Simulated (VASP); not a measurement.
# B8N7 (a cell with a defect) in VASP: a series of runs, part 2 of 2

VASP 6.6.1. The steps go on from the part before.

### Step 3. Single point, PBE

Input file INCAR:

```
PREC = Accurate
ENCUT = 520
EDIFF = 1E-7
ISMEAR = 0
SIGMA = 0.05
LREAL = Auto
LASPH = True
NELM = 80
ALGO = Normal
ISIF = 2
LWAVE = False
LCHARG = False
GGA = PE
NBANDS = 42
NELECT = 56.0
```

Input file KPOINTS:

```
regular mesh
0
Gamma
  6 6 6
```

Input file POSCAR:

```
B8N7
1.0
   -1.2770455854     -2.2119078376     -4.2240394007
   -1.2770455854     -2.2119078376      4.2240394007
   -2.5540911709      4.4238156750      0.0000000000
B N
8 7
Direct
    0.6667526990      0.6665806343      0.8333333333
    0.6667526990      0.6665806343      0.3333333333
    0.1667526990      0.1665806343      0.8333333333
    0.1667526990      0.1665806343      0.3333333333
    0.0834193657      0.5832473010      0.1666666667
    0.0834193657      0.5832473010      0.6666666667
    0.5834193657      0.0832473010      0.1666666667
    0.5834193657      0.0832473010      0.6666666667
    0.8145220241      0.4396940888      0.2510540282
    0.3540806343      0.9792526990      0.8333333333
    0.3540806343      0.9792526990      0.3333333333
    0.2707473010      0.3959193657      0.1666666667
    0.2707473010      0.3959193657      0.6666666667
    0.7707473010      0.8959193657      0.1666666667
    0.7707473010      0.8959193657      0.6666666667
```

Potentials or basis: VASP PAW PBE potentials, release 64 (B, N).

Started as:

```console
$ cat potpaw_PBE.64/B/POTCAR potpaw_PBE.64/N/POTCAR > POTCAR
$ mpirun -np 1 vasp_std > vasp.out
```

OUTCAR:

```text
PREC = Accurate
   ENCUT = 520
   EDIFF = 1E-7
   ISMEAR = 0
   LREAL = Auto
   LASPH = True
   NELM = 80
   ISIF = 2
   GGA = PE
   NELECT = 56.0

 ion  position               nearest neighbor table
   1  0.667  0.667  0.833-  15 1.57  13 1.57  14 1.57
   2  0.667  0.667  0.333-  14 1.57  12 1.57  15 1.57   9 1.62
   3  0.167  0.167  0.833-  13 1.57  15 1.57  12 1.57  10 1.58
   4  0.167  0.167  0.333-  12 1.57  14 1.57  13 1.57  11 1.58
   5  0.083  0.583  0.167-   9 1.42  11 1.57  12 1.58
   6  0.083  0.583  0.667-  10 1.57  13 1.58   9 1.91
[... 1279 lines left out ...]
      direct lattice vectors                 reciprocal lattice vectors
    -1.277045585 -2.211907838 -4.224039401    -0.195764351 -0.113024601 -0.118370108
    -1.277045585 -2.211907838  4.224039401    -0.195764351 -0.113024601  0.118370108
    -2.554091171  4.423815675  0.000000000    -0.195764351  0.113024601  0.000000000

 POSITION                                       TOTAL-FORCE (eV/Angst)
 -----------------------------------------------------------------------------------
     -3.83114      0.73730     -0.00073        -0.444249      0.035317      4.055405
     -2.55409     -1.47461     -0.00073         1.067513     -0.951226      0.053103
     -2.55409      2.94921     -0.00073        -0.264806      0.094566     -0.306683
     -1.27705      0.73730     -0.00073         0.274462      0.067069     -0.046186
     -1.27705     -0.73730      2.11129        -2.769533     -0.183518     -2.596738
     -2.55409      1.47461      2.11129        -1.171271     -3.131872     -1.872098
     -1.27705     -0.73730     -2.11275         2.116192      0.970532     -1.200512
     -2.55409      1.47461     -2.11275         3.412098      1.824584     -1.457055
     -2.24291     -1.66359     -1.58329        -4.753656      1.982166      2.452222
     -3.83114      0.73730      2.64075         2.212092      0.263864      0.708535
     -2.55409     -1.47461      2.64075        -0.436828     -0.746775      0.611403
     -1.27705     -0.73730      0.52873         0.612502     -0.432680      1.081695
     -2.55409      1.47461      0.52873         0.050094      0.358234      0.352453
     -2.55409     -2.94921      0.52873         0.455406     -0.305290     -1.016818
     -3.83114     -0.73730      0.52873        -0.360016      0.155028     -0.818726
 -----------------------------------------------------------------------------------
    total drift:                               -0.001332      0.000923      0.003571

  FREE ENERGIE OF THE ION-ELECTRON SYSTEM (eV)
  ---------------------------------------------------
  free  energy   TOTEN  =      -143.4825133359 eV

  energy  without entropy=     -143.4768171097  energy(sigma->0) =     -143.47966522
```

It took 14 min on 1 thread of Intel Xeon Platinum 8488C (Sapphire Rapids), shared host; peak memory 0.42 GiB.

What came out:

* Free energy: -143.4825 eV
* Largest force: 5.704 eV/Å

Forces on the atoms (eV/Å):
```
B   -0.444  0.035  4.055
B    1.068 -0.951  0.053
B   -0.265  0.095 -0.307
B    0.274  0.067 -0.046
B   -2.770 -0.184 -2.597
B   -1.171 -3.132 -1.872
B    2.116  0.971 -1.201
B    3.412  1.825 -1.457
N   -4.754  1.982  2.452
N    2.212  0.264  0.709
N   -0.437 -0.747  0.611
N    0.613 -0.433  1.082
N    0.050  0.358  0.352
N    0.455 -0.305 -1.017
N   -0.360  0.155 -0.819
```

Levels at points of the mesh, in eV from the Fermi level:
```tsv
k point	band 25	band 26	band 27	band 28	band 29	band 30	band 31	band 32
(0.00, 0.00, 0.00)	-1.09	-0.79	0.26	0.47	0.60	5.43	6.44	6.75
(0.50, 0.00, 0.00)	-1.31	-0.82	-0.73	-0.22	0.13	3.35	5.04	6.08
(0.00, 0.50, 0.50)	-1.27	-0.99	-0.83	-0.27	0.59	3.15	5.21	5.46
(0.00, 0.50, 0.00)	-1.21	-1.06	-0.70	-0.25	0.08	3.40	5.02	6.15
(0.50, 0.00, 0.50)	-1.38	-1.05	-0.77	-0.08	0.41	3.17	5.28	5.54
(0.50, 0.50, 0.00)	-0.83	-0.57	0.08	0.22	0.26	3.57	6.13	6.53
(0.00, 0.00, 0.50)	-1.10	-1.01	-0.16	0.15	0.26	3.57	5.72	6.04
(0.50, 0.50, 0.50)	-2.22	-1.87	-1.38	-1.03	0.63	3.43	4.08	5.29
```

Caveat: the cell carries a net charge on a neutralising background, which shifts energy and pressure; the cell differs from its parent crystal (atoms taken out, atom 9 moved -0.125 of the way to it and +0.175 Å across, host rigid); the cell is charged against a uniform background, so pressure and absolute levels hang on convention.

### Step 4. Single point, PBE

Input file INCAR:

```
SYSTEM = B8N7
ALGO = Normal ; EDIFF = 1E-6
ENCUT = 520 ; GGA = PE
ISIF = 2 ; ISMEAR = 0
LASPH = .True. ; LCHARG = .False.
LREAL = Auto ; LWAVE = .False.
NBANDS = 42 ; NELECT = 56.0
NELM = 100 ; PREC = Accurate
SIGMA = 0.05
```

Input file KPOINTS:

```
k-points
0
Gamma
  6 6 6
  0 0 0
```

Changes to POSCAR since step 3:

```diff
@@ -16,3 +16,3 @@
     0.5834193657      0.0832473010      0.6666666667
-    0.8145220241      0.4396940888      0.2510540282
+    0.7354048037      0.3605768683      0.5864954180
     0.3540806343      0.9792526990      0.8333333333
```

Started as:

```console
$ cat potpaw_PBE.64/B/POTCAR potpaw_PBE.64/N/POTCAR > POTCAR
$ mpirun -np 1 vasp_std > vasp.out
```

Wall time 12 min (1 thread of Intel Xeon Platinum 8488C (Sapphire Rapids), shared host); peak memory 0.42 GiB.

Results (log left out):

* Free energy: -139.0874 eV
* Largest force: 6.341 eV/Å

Forces in eV/Å, atoms in the order of the input:
```
B    1.994 -1.232  3.098
B   -0.671 -0.087  4.394
B    0.590 -0.187  0.856
B    0.042  0.627  1.218
B   -2.121 -0.219 -3.932
B   -2.259 -1.644 -4.481
B    2.801  0.488 -2.094
B    1.915  2.237 -3.085
N   -6.061 -0.004  1.864
N   -0.814 -0.408  1.201
N    5.065  0.761  2.358
N    0.327  0.105  0.972
N   -0.352 -0.385  0.449
N   -0.405 -0.026 -1.578
N   -0.052 -0.025 -1.240
```

Levels at points of the mesh, in eV from the Fermi level:
```tsv
k point	band 26	band 27	band 28	band 29	band 30	band 31
(0.00, 0.00, 0.00)	-0.23	-0.03	0.18	0.86	2.64	3.69
(0.50, 0.00, 0.00)	-1.11	-0.81	-0.64	-0.31	1.57	3.87
(0.00, 0.50, 0.50)	-1.45	-1.02	-0.19	0.16	2.11	4.22
(0.00, 0.50, 0.00)	-1.30	-0.84	-0.62	-0.29	1.35	4.20
(0.50, 0.00, 0.50)	-1.49	-0.85	-0.11	0.14	2.22	4.18
(0.50, 0.50, 0.00)	-0.83	-0.12	-0.07	0.95	2.45	3.23
(0.00, 0.00, 0.50)	-1.54	-0.77	0.34	1.03	2.33	4.04
(0.50, 0.50, 0.50)	-1.78	-1.41	-1.18	1.30	2.13	3.09
```

Caveat: the cell carries a net charge on a neutralising background, which shifts energy and pressure; the cell differs from its parent crystal (atoms taken out, atom 9 moved 0.625 of the way to it and +0.525 Å across, host rigid); the cell is charged against a uniform background, so pressure and absolute levels hang on convention.

### Step 5. Single point, PBE

Input file INCAR:

```
ALGO = Normal ; EDIFF = 1E-6
ENCUT = 520 ; GGA = PE
ISIF = 2 ; ISMEAR = 0
LASPH = True ; LCHARG = True
LELF = True ; LREAL = Auto
LVHAR = True ; LWAVE = False
NBANDS = 42 ; NELECT = 56.0
NELM = 100 ; PREC = Accurate
SIGMA = 0.05
```

Input file KPOINTS:

```
k-points
0
Gamma
  6 6 6
```

Changes to POSCAR since step 4:

```diff
@@ -16,3 +16,3 @@
     0.5834193657      0.0832473010      0.6666666667
-    0.7354048037      0.3605768683      0.5864954180
+    0.7354048037      0.3605768683      0.5239954180
     0.3540806343      0.9792526990      0.8333333333
```

Started as:

```console
$ cat potpaw_PBE.64/B/POTCAR potpaw_PBE.64/N/POTCAR > POTCAR
$ mpirun -np 1 vasp_std > vasp.out
```

It took 13 min on 1 thread of Intel Xeon Platinum 8488C (Sapphire Rapids), shared host; peak memory 0.41 GiB.

The run converged. Its results:

```
Free energy   : -138.5408 eV
Largest force : 7.008 eV/Å
```

Forces in eV/Å, atoms in the order of the input:
```
B    1.182 -0.654  4.142
B   -0.776  1.024  4.062
B    0.551 -0.214  0.749
B    0.080  0.576  1.247
B   -1.652 -0.998 -4.604
B   -3.561 -2.031 -5.684
B    1.895  1.101 -2.225
B    1.642  1.081 -2.575
N   -2.478 -1.793  1.832
N   -1.097 -0.520  1.497
N    5.088  2.843  2.473
N    0.448  0.221  1.561
N   -0.856 -0.378 -0.236
N   -0.062 -0.096 -2.025
N   -0.405 -0.163 -0.213
```

Levels at points of the mesh, in eV from the Fermi level:
| k point | band 26 | band 27 | band 28 | band 29 | band 30 | band 31 |
| --- | --- | --- | --- | --- | --- | --- |
| (0.00, 0.00, 0.00) | -0.27 | -0.11 | -0.08 | 1.04 | 2.51 | 3.67 |
| (0.50, 0.00, 0.00) | -1.10 | -0.87 | -0.42 | -0.20 | 0.85 | 3.93 |
| (0.00, 0.50, 0.50) | -1.56 | -1.23 | -0.52 | 0.84 | 1.88 | 3.75 |
| (0.00, 0.50, 0.00) | -1.16 | -1.10 | -0.57 | -0.20 | 0.86 | 3.98 |
| (0.50, 0.00, 0.50) | -1.52 | -1.14 | -0.37 | 0.97 | 2.00 | 3.73 |
| (0.50, 0.50, 0.00) | -0.96 | -0.20 | -0.16 | 1.01 | 2.52 | 3.38 |
| (0.00, 0.00, 0.50) | -1.43 | -0.66 | 0.05 | 1.20 | 1.79 | 3.87 |
| (0.50, 0.50, 0.50) | -1.81 | -1.40 | -0.79 | 0.77 | 2.20 | 3.00 |

Caveat: the cell carries a net charge on a neutralising background, which shifts energy and pressure; the cell differs from its parent crystal (atoms taken out, atom 9 moved 0.500 of the way to it and +0.525 Å across, host rigid); the cell is charged against a uniform background, so pressure and absolute levels hang on convention.
